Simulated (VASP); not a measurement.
Hf, 1 atom in the cell. Symmetry: Im-3m, No. 229, cubic system. Conventional cell: a = 3.700 Å, b = 3.700 Å, c = 3.700 Å, α = 90.00°, β = 90.00°, γ = 90.00°. Within 4.2 Å of Hf (site symmetry m-3m) lie 14 Hf at 3.20 to 3.70 Å.  This cell differs from its parent crystal: strain +0.025 along x and y, +0.025 along z.

| Quantity | Value |
| --- | --- |
| Program | VASP 6.6.1 |
| Task | single point |
| Functional | PBEsol |
| Potentials or basis | VASP PAW PBE potentials, release 64 (Hf_pv) |
| Cutoff | 520 eV |
| k mesh | 18 × 18 × 18 |
| Occupations | gaussian, width 0.15 eV |
| Spin | no spin polarisation |
| Dipole correction | no |
| Further INCAR settings | ALGO = Normal; EDIFF = 1e-06; NBANDS = 11 |

Potentials or basis: VASP PAW PBE potentials, release 64 (Hf_pv).

Run with:

```bash
$ cat potpaw_PBE.64/Hf_pv/POTCAR > POTCAR
$ mpirun -np 1 vasp_std > vasp.out
```

Hardware: 1 thread of Intel(R) Xeon(R) 6975P-C (Granite Rapids) (shared host).

**Question.** How long does it take, and how much memory?

**Answer.** Wall time 15 s on 1 thread of Intel(R) Xeon(R) 6975P-C (Granite Rapids), with other jobs on the host, peak memory 0.18 GiB. Counts: scf iterations 11, k points 195.
